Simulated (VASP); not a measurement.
# TiGe4 in VASP: notebook, part 2 of 2

VASP 6.6.1. The steps go on from the part before.

### 3 Single point, PBE

This run uses another cell than the first one, of 20.34 Å³/atom.

INCAR

```
ALGO     = Normal         # electronic algorithm
EDIFF    = 1E-6           # SCF threshold, eV
ENCUT    = 520            # plane-wave cutoff, eV
GGA      = PE             # functional
ISIF     = 2              # what is computed and relaxed
ISMEAR   = 0              # smearing method
LASPH    = T              # aspherical terms in the spheres
LCHARG   = F              # write CHGCAR
LREAL    = F              # projectors in reciprocal space
LWAVE    = F              # write WAVECAR
NBANDS   = 42             # bands
NELM     = 60             # most SCF steps
PREC     = Accurate       # precision mode
SIGMA    = 0.1            # smearing width, eV
```

KPOINTS

```
k-points
0
Gamma
  10 10 10
```

POSCAR

```
TiGe4
1.0
   -2.9407082344      2.9407082344      2.9407082344
    2.9407082344     -2.9407082344      2.9407082344
    2.9407082344      2.9407082344     -2.9407082344
Ti Ge
1 4
Direct
    0.0000000000      0.0000000000      0.0000000000
    0.5000000000      0.5000000000      0.5000000000
    0.5000000000      0.0000000000      0.0000000000
    0.0000000000      0.0000000000      0.5000000000
    0.0000000000      0.5000000000      0.0000000000
```

Potentials or basis: VASP PAW PBE potentials, release 64 (Ti_sv, Ge_d).

Started as:

```console
cat potpaw_PBE.64/Ti_sv/POTCAR potpaw_PBE.64/Ge_d/POTCAR > POTCAR
mpirun -np 1 vasp_std > vasp.out
```

Wall time 2.2 min (1 thread of AMD EPYC 9R45 (Zen 5), shared host); peak memory 0.3 GiB.

The run converged. Its results:

| Quantity | Value |
| --- | --- |
| Free energy | -26.2549 eV |
| Pressure | -0.1 GPa |
| Band gap on the k mesh | zero (bands 34 and 35 overlap by 1.00 eV) |

Levels at points of the mesh, in eV from the Fermi level:
| k point | band 31 | band 32 | band 33 | band 34 | band 35 | band 36 | band 37 | band 38 |
| --- | --- | --- | --- | --- | --- | --- | --- | --- |
| (0.00, 0.00, 0.00) | -2.97 | -2.52 | -2.52 | -2.52 | -0.19 | -0.19 | 2.16 | 2.16 |
| (0.50, 0.00, 0.00) | -1.93 | -1.87 | -1.58 | -0.64 | 0.05 | 1.64 | 1.74 | 1.80 |
| (0.50, 0.50, 0.50) | -3.37 | -2.63 | -2.63 | -2.63 | 1.73 | 1.73 | 2.67 | 2.67 |

### 4 Single point, PBE, collinear spin

INCAR

```
PREC = Accurate ; ENCUT = 520
EDIFF = 1E-6 ; ISMEAR = 0
SIGMA = 0.1 ; LREAL = False
LASPH = True ; NELM = 150
ALGO = Normal ; ISIF = 2
LWAVE = False ; LCHARG = False
ISPIN = 2 ; MAGMOM = 1 0 0 0 0
LORBIT = 11 ; LMAXMIX = 4
GGA = PE ; NBANDS = 46
```

KPOINTS

```
regular mesh
0
Gamma
  4 4 4
```

POSCAR, as its differences from that of step 3:

```diff
@@ -2,5 +2,5 @@
 1.0
-   -2.9407082344      2.9407082344      2.9407082344
-    2.9407082344     -2.9407082344      2.9407082344
-    2.9407082344      2.9407082344     -2.9407082344
+   -2.9543924145      2.9543924145      2.9543924145
+    2.9543924145     -2.9543924145      2.9543924145
+    2.9543924145      2.9543924145     -2.9543924145
 Ti Ge
```

Started as:

```console
cat potpaw_PBE.64/Ti_sv/POTCAR potpaw_PBE.64/Ge_d/POTCAR > POTCAR
mpirun -np 1 vasp_std > vasp.out
```

Run time: 62 s. Hardware: 1 thread of AMD EPYC 9R45 (Zen 5), shared host; peak memory 0.26 GiB.

It converged, with:

```
Free energy                                           : -26.0742 eV
Pressure                                              : -0.1 GPa
Band gap on the k mesh                                : zero (filled and empty bands overlap)
Net moment                                            : 0.00 μB per cell
Valence electrons inside the program's atomic spheres : Ti 10.44; Ge 12.26
```

Levels at points of the mesh, in eV from the Fermi level:
Spin up:
```
           k point  band 32  band 33  band 34  band 35  band 36  band 37
(0.00, 0.00, 0.00)    -2.42    -2.42    -2.42    -0.11    -0.11     2.18
(0.50, 0.00, 0.00)    -1.78    -1.49    -0.57     0.09     1.69     1.79
(0.50, 0.50, 0.50)    -2.53    -2.53    -2.53     1.78     1.78     2.69
```
Spin down:
| k point | band 30 | band 31 | band 32 | band 33 | band 34 | band 35 | band 36 | band 37 | band 38 | band 39 |
| --- | --- | --- | --- | --- | --- | --- | --- | --- | --- | --- |
| (0.00, 0.00, 0.00) | -2.89 | -2.89 | -2.42 | -2.42 | -2.42 | -0.10 | -0.10 | 2.18 | 2.18 | 2.18 |
| (0.50, 0.00, 0.00) | -3.21 | -1.84 | -1.78 | -1.48 | -0.57 | 0.09 | 1.69 | 1.79 | 1.83 | 2.22 |
| (0.50, 0.50, 0.50) | -5.12 | -3.40 | -2.53 | -2.53 | -2.53 | 1.78 | 1.78 | 2.69 | 2.69 | 2.69 |

Caveat: the k points lie up to 0.38 Å⁻¹ apart, too coarse for converged energies and pressures of a metal.

### 5 Relaxation of cell and atoms, PBE

INCAR

```
PREC = Accurate
ENCUT = 600
EDIFF = 1E-6
ISMEAR = 0
SIGMA = 0.1
LREAL = F
LASPH = T
NELM = 80
ALGO = Normal
ISIF = 3
LWAVE = F
LCHARG = F
GGA = PE
IBRION = 2
NSW = 100
EDIFFG = -0.01
```

KPOINTS

```
regular mesh
0
Gamma
  10 10 10
```

POSCAR is that of step 4.

Started as:

```console
cat potpaw_PBE.64/Ti_sv/POTCAR potpaw_PBE.64/Ge_d/POTCAR > POTCAR
mpirun -np 1 vasp_std > vasp.out
```

It took 7.1 min on 1 thread of AMD EPYC 9R45 (Zen 5), shared host; peak memory 0.37 GiB.

It converged, with:

- Free energy: -26.2555 eV
- Relaxed volume: 20.35 Å³/atom
- Relaxed cell: a = 5.094 Å, b = 5.094 Å, c = 5.094 Å, α = 109.47°, β = 109.47°, γ = 109.47°
- Space group after relaxing (to 0.1 Å): Im-3m (No. 229)
- Energy gained by relaxing: 0.9 meV/atom
- Ionic steps: 3
- Pressure after relaxing: 0.0 GPa
- Band gap on the k mesh: zero (bands 34 and 35 overlap by 1.00 eV)

Step by step:
| step | energy change (eV) | largest force (eV/Å) | pressure (GPa) | volume (Å³) |
| --- | --- | --- | --- | --- |
| 1 | 0.0000 | 0.0000 | -1.11 | 103.15 |
| 2 | -0.0034 | 0.0000 | 0.55 | 101.04 |
| 3 | -0.0046 | 0.0000 | -0.02 | 101.77 |

Final structure:
```
Ti Ge
1.0
    -2.94120    2.94120    2.94120
     2.94120   -2.94120    2.94120
     2.94120    2.94120   -2.94120
Ti Ge
1 4
Direct
  0.00000 0.00000 0.00000
  0.50000 0.50000 0.50000
  0.50000 0.00000 0.00000
  0.00000 0.00000 0.50000
  0.00000 0.50000 0.00000
```

Levels at points of the mesh, in eV from the Fermi level:
| k point | band 31 | band 32 | band 33 | band 34 | band 35 | band 36 | band 37 | band 38 |
| --- | --- | --- | --- | --- | --- | --- | --- | --- |
| (0.00, 0.00, 0.00) | -2.97 | -2.51 | -2.51 | -2.51 | -0.19 | -0.19 | 2.16 | 2.16 |
| (0.50, 0.00, 0.00) | -1.93 | -1.87 | -1.58 | -0.64 | 0.05 | 1.63 | 1.74 | 1.79 |
| (0.50, 0.50, 0.50) | -3.38 | -2.63 | -2.63 | -2.63 | 1.73 | 1.73 | 2.66 | 2.66 |

### 6 Summary

```csv
task,spin,cell,k mesh,cutoff (eV),gap on the mesh (eV),pressure (GPa)
single point,off,"a = 5.117 Å, angles 109.5°, 5 atoms",4 × 4 × 4,520,none,-0.1
single point,off,"a = 5.093 Å, angles 109.5°, 5 atoms",10 × 10 × 10,520,none,-0.1
single point,collinear,"a = 5.117 Å, angles 109.5°, 5 atoms",4 × 4 × 4,520,none,-0.1
relaxation of cell and atoms,off,"relaxed from a = 5.117 Å, angles 109.5°, 5 atoms",10 × 10 × 10,600,none,0.0
```

Alike in all rows: level PBE; potentials or basis VASP PAW PBE potentials, release 64 (Ti_sv, Ge_d); smearing gaussian 0.1 eV.

Caveats: some runs use coarse meshes.

Absolute energies hang on the potentials; compare differences alone.
